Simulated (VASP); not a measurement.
A run of VASP 6.6.1 is set up as follows.

The input INCAR:

```
SYSTEM = Al
ALGO = Normal
EDIFF = 1E-6
ENCUT = 520
GGA = PS
ISIF = 2
ISMEAR = -1
LASPH = .True.
LCHARG = .False.
LREAL = .False.
LWAVE = .False.
NBANDS = 8
NELM = 100
PREC = Accurate
SIGMA = 0.1
```

File KPOINTS:

```
k-points
0
Gamma
  12 12 12
  0 0 0
```

File POSCAR:

```
Al
1.0
    2.7009579765      0.0000000000      0.0000000000
    0.0000000000      2.7009579765      0.0000000000
    0.0000000000      0.0000000000      2.7009579765
Al
1
Direct
    0.0000000000      0.0000000000      0.0000000000
```

Potentials or basis: VASP PAW PBE potentials, release 64 (Al).

Command:

```sh
$ cat potpaw_PBE.64/Al/POTCAR > POTCAR
$ mpirun -np 1 vasp_std > vasp.out
```

**Question.** What does it give for the pressure?

**Answer.** 0.1 GPa.

Caveat: the PAW data sets were made with another functional, which shifts forces and pressure a little.
